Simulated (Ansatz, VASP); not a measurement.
# Bi: VASP beside Ansatz

```
Bi
1.0
     5.46851    0.00000    0.00000
    -2.73425    4.73587    0.00000
     0.00000    0.00000    3.21376
Bi
3
Direct
  0.00000 0.00000 0.00000
  0.33333 0.66667 0.50000
  0.66667 0.33333 0.50000
```

Alike in both runs: task single point; functional r2SCAN; k mesh 7 × 7 × 11; occupations fermi-dirac, width 0.1 eV; no spin polarisation.

```csv
,VASP,Ansatz
version,VASP 6.6.1,Ansatz 0.2.0
potentials or method,"VASP PAW PBE potentials, release 64 (Bi_d), cutoff 550 eV","plane waves (500 eV) with PAW, scalar-relativistic"
valence electrons in the cell,45,45
```

```csv
,VASP,Ansatz,Ansatz less VASP
pressure (GPa),9.4,9.3,-0.02
"traceless stress, the component that is largest in VASP (GPa)",1.68,1.69,+0.008
```

VASP's potentials were made for PBE, not for r2SCAN.

Spin-orbit coupling is off throughout.
